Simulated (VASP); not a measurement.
# CdSe: single point with PBE

CdSe:

```
Cd Se
1.0
     0.00000    3.19111    3.19111
     3.19111    0.00000    3.19111
     3.19111    3.19111    0.00000
Cd Se
1 1
Cartesian
  0.0000 0.0000 0.0000
  1.5956 1.5956 1.5956
```

This cell differs from its parent crystal: strain +4.0%.

```yaml
Program: VASP 6.6.1
Task: single point
Functional: PBE
Potentials_or_basis: VASP PAW PBE potentials, release 64 (Cd, Se)
Cutoff: 520 eV
k_mesh: 8 × 8 × 8
Occupations: fermi-dirac, width 0.02 eV
Spin: no spin polarisation
Dipole_correction: no
Further_INCAR_settings: ALGO = Normal; EDIFF = 1e-07; NBANDS = 16
```

The pressure is -3.1 GPa and the band gap on the k mesh is 0.31 eV, direct.

Levels at points of the mesh, in eV from the valence-band top:
```tsv
k point	band 5	band 6	band 7	band 8	band 9	band 10	band 11	band 12	band 13	band 14
(0.00, 0.00, 0.00)	-7.32	-7.32	0.00	0.00	0.00	0.31	5.89	5.89	5.89	9.20
(0.50, 0.00, 0.00)	-7.30	-7.12	-3.63	-0.57	-0.57	2.19	6.37	6.37	6.95	9.66
(0.50, 0.50, 0.00)	-7.28	-7.07	-3.47	-1.41	-1.41	3.37	3.54	8.49	9.36	9.36
```

Run time: 18 s on 1 thread of Intel(R) Xeon(R) 6975P-C (Granite Rapids), with other jobs on the host, peak memory 0.2 GiB.

Caveat: the cell differs from its parent crystal (strain +4.0%).
